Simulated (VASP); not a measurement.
A run of VASP 6.6.1 is set up as follows.

Contents of INCAR:

```
SYSTEM = SiCl
  PREC = Accurate
  ENCUT = 520
  EDIFF = 1E-6
  ISMEAR = -1
  SIGMA = 0.1
  LREAL = .FALSE.
  LASPH = .TRUE.
  NELM = 100
  ALGO = Normal
  ISIF = 2
  LWAVE = .FALSE.
  LCHARG = .FALSE.
  GGA = PE
  NBANDS = 19
```

The input KPOINTS:

```
Automatic mesh
0
G
  5 5 4
  0 0 0
```

POSCAR

```
SiCl
1.0
    3.9267019662     -0.0000001821      0.0000000000
    1.9633507094     -5.9025857954      0.0000000000
    0.0000000000      0.0000000000     -4.9995884793
Si Cl
2 2
Direct
    0.4890879736      0.0218240528      0.7500000000
    0.5109120264      0.9781759472      0.2500000000
    0.1060571874      0.7878856251      0.7500000000
    0.8939428126      0.2121143749      0.2500000000
```

Potentials or basis: VASP PAW PBE potentials, release 64 (Si, Cl).

Launch:

```bash
$ cat potpaw_PBE.64/Si/POTCAR potpaw_PBE.64/Cl/POTCAR > POTCAR
$ mpirun -np 1 vasp_std > vasp.out
```

Question: Estimate the pressure.

Answer: -0.1 GPa.

Question: Predict the largest force.

Answer: 0.007 eV/Å.

Question: Estimate the band gap on the k mesh.

Answer: Zero (band 11 reaches 4.14 eV, above the bottom of band 12 at 2.10 eV).

Forces in eV/Å, atoms in the order of the input:
```
Si   0.000  0.005  0.000
Si   0.000 -0.005  0.000
Cl   0.000 -0.007  0.000
Cl   0.000  0.007  0.000
```
